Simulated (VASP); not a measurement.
# AlP (F-43m) in VASP: notebook

AlP is run at these levels: revPBE, BLYP; tasks: single point.

Program: VASP 6.6.1. These are calculated values, not measurements. Logs are shortened: lines on timing, memory, paths and dates and some standing lists are left out, and cuts for length are marked.

## 1. The cell of the first run

Symmetry: F-43m, No. 216, cubic system. Conventional cell: a = 5.451 Å, b = 5.451 Å, c = 5.451 Å, α = 90.00°, β = 90.00°, γ = 90.00°. Al (site symmetry -43m) has 4 P at 2.36 Å within 3.1 Å. P (site symmetry -43m) has 4 Al at 2.36 Å within 3.1 Å.

## 2. Single point, revPBE

File INCAR:

```
ALGO = Normal
EDIFF = 1E-6
ENCUT = 500
GGA = RE
GGA_COMPAT = False
ISIF = 2
ISMEAR = 0
LASPH = True
LCHARG = False
LREAL = False
LWAVE = False
NBANDS = 11
NELM = 120
PREC = Accurate
SIGMA = 0.01
```

File KPOINTS:

```
k-points
0
Gamma
  8 8 8
```

File POSCAR:

```
AlP
1.0
    0.0000000000      2.7255000000      2.7255000000
    2.7255000000      0.0000000000      2.7255000000
    2.7255000000      2.7255000000      0.0000000000
Al P
1 1
Direct
    0.0000000000      0.0000000000      0.0000000000
    0.2500000000      0.2500000000      0.2500000000
```

Potentials or basis: VASP PAW PBE potentials, release 64 (Al, P).

Run with:

```console
cat potpaw_PBE.64/Al/POTCAR potpaw_PBE.64/P/POTCAR > POTCAR
mpirun -np 1 vasp_std > vasp.out
```

OUTCAR:

```text
EDIFF = 1E-6
   ENCUT = 500
   GGA = RE
   ISIF = 2
   ISMEAR = 0
   LASPH = True
   LREAL = False
   NELM = 120
   PREC = Accurate

 ion  position               nearest neighbor table
   1  0.000  0.000  0.000-   2 2.36   2 2.36   2 2.36   2 2.36
   2  0.250  0.250  0.250-   1 2.36   1 2.36   1 2.36   1 2.36

  LATTYP: Found a face centered cubic cell.
 ALAT       =     5.4510000000

  Lattice vectors:

 A1 = (   0.0000000000,   2.7255000000,   2.7255000000)
 A2 = (   2.7255000000,   0.0000000000,   2.7255000000)
 A3 = (   2.7255000000,   2.7255000000,   0.0000000000)

Analysis of symmetry for initial positions (statically):
=====================================================================
 Subroutine PRICEL returns:
 Original cell was already a primitive cell.

 Routine SETGRP: Setting up the symmetry group for a
 face centered cubic supercell.

 Subroutine GETGRP returns: Found 24 space group operations
 (whereof 24 operations were pure point group operations)
 out of a pool of 48 trial point group operations.

The static configuration has the point symmetry T_d .

Analysis of symmetry for dynamics (positions and initial velocities):
=====================================================================
 Subroutine PRICEL returns:
 Original cell was already a primitive cell.

 Routine SETGRP: Setting up the symmetry group for a
 face centered cubic supercell.

 Subroutine GETGRP returns: Found 24 space group operations
 (whereof 24 operations were pure point group operations)
 out of a pool of 48 trial point group operations.

The dynamic configuration has the point symmetry T_d .

 Subroutine INISYM returns: Found 24 space group operations
 (whereof 24 operations are pure point group operations),
 and found     1 'primitive' translations

----------------------------------------------------------------------------------------

                                     Primitive cell

  volume of cell :      40.4919

  direct lattice vectors                    reciprocal lattice vectors
     0.000000000  2.725500000  2.725500000    -0.183452578  0.183452578  0.183452578
     2.725500000  0.000000000  2.725500000     0.183452578 -0.183452578  0.183452578
     2.725500000  2.725500000  0.000000000     0.183452578  0.183452578 -0.183452578

  length of vectors
     3.854439064  3.854439064  3.854439064     0.317749185  0.317749185  0.317749185

  position of ions in fractional coordinates (direct lattice)
     0.000000000  0.000000000  0.000000000
     0.250000000  0.250000000  0.250000000

  ion indices of the primitive-cell ions
   primitive index   ion index
                 1           1
                 2           2

----------------------------------------------------------------------------------------

 KPOINTS: k-points

Automatic generation of k-mesh.
 Grid dimensions read from file:
 generate k-points for:    8    8    8

 Generating k-lattice:

  Cartesian coordinates                     Fractional coordinates (reciprocal lattice)
    -0.022931572  0.022931572  0.022931572     0.125000000  0.000000000  0.000000000
     0.022931572 -0.022931572  0.022931572     0.000000000  0.125000000  0.000000000
     0.022931572  0.022931572 -0.022931572     0.000000000  0.000000000  0.125000000

  Length of vectors
     0.039718648  0.039718648  0.039718648

  Shift w.r.t. Gamma in fractional coordinates (k-lattice)
     0.000000000  0.000000000  0.000000000

 Subroutine IBZKPT returns following result:
 ===========================================

 Found     29 irreducible k-points:

 Following reciprocal coordinates:
            Coordinates               Weight
  0.000000  0.000000  0.000000      1.000000
  0.125000  0.000000  0.000000      8.000000
  0.250000  0.000000  0.000000      8.000000
  0.375000  0.000000  0.000000      8.000000
  0.500000  0.000000  0.000000      4.000000
  0.125000  0.125000  0.000000      6.000000
[... 16 lines left out ...]
  0.500000  0.250000  0.125000     48.000000
 -0.375000  0.250000  0.125000     24.000000
 [... further k-points ...]
   k-points           NKPTS =     29   k-points in BZ     NKDIM =     29   number of bands    NBANDS=     11
   number of dos      NEDOS =    301   number of ions     NIONS =      2
   total plane-waves  NPLWV =  21952
   dimension x,y,z NGX =    28 NGY =   28 NGZ =   28
   dimension x,y,z NGXF=    56 NGYF=   56 NGZF=   56
   ions per type =               1   1
   NGX,Y,Z   is equivalent  to a cutoff of  12.08, 12.08, 12.08 a.u.
   NGXF,Y,Z  is equivalent  to a cutoff of  24.15, 24.15, 24.15 a.u.
 SYSTEM =  unknown system
   PREC   = accura    normal or accurate (medium, high low for compatibility)
   ISTART =      0    job   : 0-new  1-cont  2-samecut
   ICHARG =      2    charge: 1-file 2-atom 10-const
   ISPIN  =      1    spin polarized calculation?
   LNONCOLLINEAR =      F non collinear calculations
   LSORBIT =      F    spin-orbit coupling
   LASPH  =      T    aspherical Exc in radial PAW
   ENCUT  =  500.0 eV  36.75 Ry    6.06 a.u.   7.03  7.03  7.03*2*pi/ulx,y,z
   NELM   =    120;   NELMIN=  2; NELMDL= -5     # of ELM steps
   EDIFF  = 0.1E-05   stopping-criterion for ELM
   LREAL  =      F    real-space projection
   EDIFFG = 0.1E-04   stopping-criterion for IOM
   NSW    =      0    number of steps for IOM
   IBRION =     -1    ionic relax: 0-MD 1-quasi-New 2-CG
   NFREE  =      0    steps in history (QN), initial steepest desc. (CG)
   ISIF   =      2    stress and relaxation
   ISYM   =      2    0-nonsym 1-usesym 2-fastsym
   POTIM  = 0.5000    time-step for ionic-motion
   TEBEG  =    0.0;   TEEND  =   0.0 temperature during run
   PSTRESS=    0.0 pullay stress
   NELECT =       8.0000    total number of electrons
   NUPDOWN=      -1.0000    fix difference up-down
   EMIN   =  10.00;   EMAX   =-10.00  energy-range for DOS
   EFERMI =   0.00;   METHOD = LEGACY
   ISMEAR =     0;   SIGMA  =   0.01  broadening in eV -4-tet -1-fermi 0-gaus
   EFERMI_NEDOS =   21; number of points for ismear=-14 and -15
   IALGO  =     38    algorithm
   IMIX   =      4    mixing-type and parameters
     AMIX     =   0.40;   BMIX     =  1.00
     AMIX_MAG =   1.60;   BMIX_MAG =  1.00
  volume/ion in A,a.u.               =      20.25       136.63
  Fermi-wavevector in a.u.,A,eV,Ry     =   0.953488  1.801831 12.369596  0.909140
  Thomas-Fermi vector in A             =   2.082148
   LORBIT       =      0    0 simple, 1 ext, 2 COOP (PROOUT), +10 PAW based schemes
   GGA     = RE    functional components
   LHFCALC =     F    Hartree Fock is set to
   AEXX    =    0.0000 exact exchange contribution
   IVDW    =     0    specifies the selected vdW correction
   LEPSILON=     F    determine dielectric tensor
   LRPA    =     F    only Hartree local field effects (RPA)
 non-spin polarized calculation
 Gauss-broadening in eV      SIGMA  =   0.01
  energy-cutoff  :      500.00
  volume of cell :       40.49
 maximum number of plane-waves:      1056
   NGX = 13   NGY = 13   NGZ = 13

 number of electron       8.0000000 magnetization

 Free energy of the ion-electron system (eV)
  ---------------------------------------------------
  ext. energy  EPLUGINS =         0.00000000
  ---------------------------------------------------
  free energy    TOTEN  =        -9.89013775 eV

  energy without entropy =       -9.89013775  energy(sigma->0) =       -9.89013775

 E-fermi :   4.7922     XC(G=0):  -9.1432

 val. band max:        4.6817388741   @ k =   0.0000   0.0000   0.0000
 cond. band min:       6.3064744834   @ k =   0.5000   0.5000   0.0000
 fundamental gap:      1.6247356093
 Fermi energy:         4.7921996654

 k-point     1 :       0.0000    0.0000    0.0000
  band No.  band energies     occupation
      1      -6.8325      2.00000
      2       4.6817      2.00000
      3       4.6817      2.00000
      4       4.6817      2.00000
      5       8.1362      0.00000
      6       9.2756      0.00000
      7       9.2756      0.00000
      8       9.2756      0.00000
      9      13.4984      0.00000
     10      13.4984      0.00000
     11      15.1753      0.00000

 k-point     2 :       0.1250    0.0000    0.0000
  band No.  band energies     occupation
      1      -6.6595      2.00000
      2       3.4721      2.00000
      3       4.5337      2.00000
      4       4.5337      2.00000
      5       8.5021      0.00000
      6       9.5599      0.00000
      7       9.5599      0.00000
      8       9.8503      0.00000
      9      13.0225      0.00000
     10      13.0225      0.00000
     11      15.7818      0.00000

 k-point     3 :       0.2500    0.0000    0.0000
  band No.  band energies     occupation
      1      -6.1726      2.00000
      2       1.5228      2.00000
      3       4.2395      2.00000
      4       4.2395      2.00000
      5       8.1008      0.00000
      6       9.8629      0.00000
      7       9.8629      0.00000
      8      11.7249      0.00000
      9      13.0137      0.00000
     10      13.0137      0.00000
     11      15.1888      0.00000

 k-point     4 :       0.3750    0.0000    0.0000
  band No.  band energies     occupation
      1      -5.5182      2.00000
      2      -0.1230      2.00000
      3       4.0041      2.00000
      4       4.0041      2.00000
      5       7.7248      0.00000
      6       9.6684      0.00000
      7       9.6684      0.00000
      8      12.9601      0.00000
      9      14.4158      0.00000
     10      14.4158      0.00000
     11      15.4785      0.00000

 k-point     5 :       0.5000    0.0000    0.0000
  band No.  band energies     occupation
      1      -5.1473      2.00000
      2      -0.8370      2.00000
      3       3.9186      2.00000
      4       3.9186      2.00000
      5       7.5896      0.00000
      6       9.5241      0.00000
      7       9.5241      0.00000
      8      13.0637      0.00000
      9      16.2040      0.00000
     10      16.2040      0.00000
     11      16.6980      0.00000
[... 211 lines left out ...]
 k-point    21 :       0.5000    0.5000    0.0000
  band No.  band energies     occupation
      1      -4.4816      2.00000
      2      -0.6120      2.00000
      3       2.5776      2.00000
      4       2.5776      2.00000
      5       6.3065      0.00000
      6       7.2052      0.00000
      7      15.8638      0.00000
      8      15.8638      0.00000
      9      16.7699      0.00000
     10      16.7699      0.00000
     11      16.9131      0.00000

 k-point    22 :       0.3750    0.2500    0.1250
  band No.  band energies     occupation
      1      -5.7604      2.00000
      2       1.2022      2.00000
      3       2.7903      2.00000
      4       3.7702      2.00000
      5       8.5875      0.00000
      6       9.5870      0.00000
      7      10.1736      0.00000
      8      11.5445      0.00000
      9      13.0852      0.00000
     10      15.5303      0.00000
     11      17.7116      0.00000

 k-point    23 :       0.5000    0.2500    0.1250
  band No.  band energies     occupation
      1      -5.1610      2.00000
      2       0.0865      2.00000
      3       2.2281      2.00000
      4       3.3868      2.00000
      5       8.6866      0.00000
      6       9.5386      0.00000
      7      10.7788      0.00000
      8      11.8407      0.00000
      9      14.2226      0.00000
     10      16.1153      0.00000
     11      17.5769      0.00000

 k-point    24 :      -0.3750    0.2500    0.1250
  band No.  band energies     occupation
      1      -4.8329      2.00000
      2      -0.4757      2.00000
      3       2.0953      2.00000
      4       3.1990      2.00000
      5       8.6814      0.00000
      6       9.2755      0.00000
      7      11.6198      0.00000
      8      12.4461      0.00000
      9      13.7512      0.00000
     10      16.2141      0.00000
     11      17.4854      0.00000

 [... further k-points ...]
[... 5 lines left out ...]
  --------------------------------------------------------------------------------------
  -------------------------------------------------------------------------------------
  Total        0.9591990      0.9591990      0.9591990      0.0000000      0.0000000      0.0000000
  in kB       37.9534053     37.9534053     37.9534053      0.0000000      0.0000000      0.0000000
  external PRESSURE =      37.9534053 kB  Pullay stress =       0.0000000 kB

 VOLUME and BASIS-vectors are now :
 -----------------------------------------------------------------------------
  energy-cutoff  :      500.00
  volume of cell :       40.49
      direct lattice vectors                 reciprocal lattice vectors
     0.000000000  2.725500000  2.725500000    -0.183452578  0.183452578  0.183452578
     2.725500000  0.000000000  2.725500000     0.183452578 -0.183452578  0.183452578
     2.725500000  2.725500000  0.000000000     0.183452578  0.183452578 -0.183452578

 POSITION                                       TOTAL-FORCE (eV/Angst)
 -----------------------------------------------------------------------------------
      0.00000      0.00000      0.00000         0.000000      0.000000     -0.000000
      1.36275      1.36275      1.36275        -0.000000     -0.000000      0.000000
 -----------------------------------------------------------------------------------
    total drift:                                0.000000      0.000000      0.000000

  FREE ENERGIE OF THE ION-ELECTRON SYSTEM (eV)
  ---------------------------------------------------
  free  energy   TOTEN  =        -9.8901377483 eV

  energy  without entropy=       -9.8901377483  energy(sigma->0) =       -9.89013775
```

It took 10 s on 1 thread of Intel Xeon Platinum 8488C (Sapphire Rapids), shared host; peak memory 0.14 GiB.

What came out:

* Free energy: -9.8901 eV
* Pressure: 3.8 GPa
* Band gap on the k mesh: 1.62 eV, indirect (least direct gap 3.45 eV)

Caveat: the PAW data sets were made with another functional, which shifts forces and pressure a little.

## 3. Single point, BLYP

File INCAR:

```
SYSTEM = AlP
PREC = Accurate
ENCUT = 500
EDIFF = 1E-6
ISMEAR = 0
SIGMA = 0.01
LREAL = .FALSE.
LASPH = .TRUE.
NELM = 120
ALGO = Normal
ISIF = 2
LWAVE = .FALSE.
LCHARG = .TRUE.
GGA = B5
ALDAX = 1.0
AGGAX = 1.0
AGGAC = 1.0
ALDAC = 0.0
LELF = .TRUE.
LVHAR = .TRUE.
NBANDS = 11
GGA_COMPAT = .FALSE.
```

File KPOINTS:

```
regular mesh
0
G
  8 8 8
  0 0 0
```

POSCAR is that of step 2.

Potentials or basis: VASP PAW PBE potentials, release 64 (Al, P).

Run with:

```console
cat potpaw_PBE.64/Al/POTCAR potpaw_PBE.64/P/POTCAR > POTCAR
mpirun -np 1 vasp_std > vasp.out
```

Run time: 14 s. Hardware: 1 thread of Intel Xeon Platinum 8488C (Sapphire Rapids), shared host; peak memory 0.15 GiB.

It converged, with:

* Free energy: -9.1038 eV
* Pressure: 5.3 GPa
* Band gap on the k mesh: 1.83 eV, indirect (least direct gap 3.44 eV)

Levels at points of the mesh, in eV from the valence-band top:
```tsv
k point	band 1	band 2	band 3	band 4	band 5	band 6	band 7	band 8
(0.00, 0.00, 0.00)	-11.48	0.00	0.00	0.00	3.44	4.67	4.67	4.67
(0.50, 0.00, 0.00)	-9.82	-5.45	-0.75	-0.75	2.93	4.98	4.98	8.61
(0.50, 0.50, 0.00)	-9.16	-5.27	-2.06	-2.06	1.83	2.63	11.18	11.18
```

Caveat: the PAW data sets were made with another functional, which shifts forces and pressure a little. A k mesh can miss the band edges.
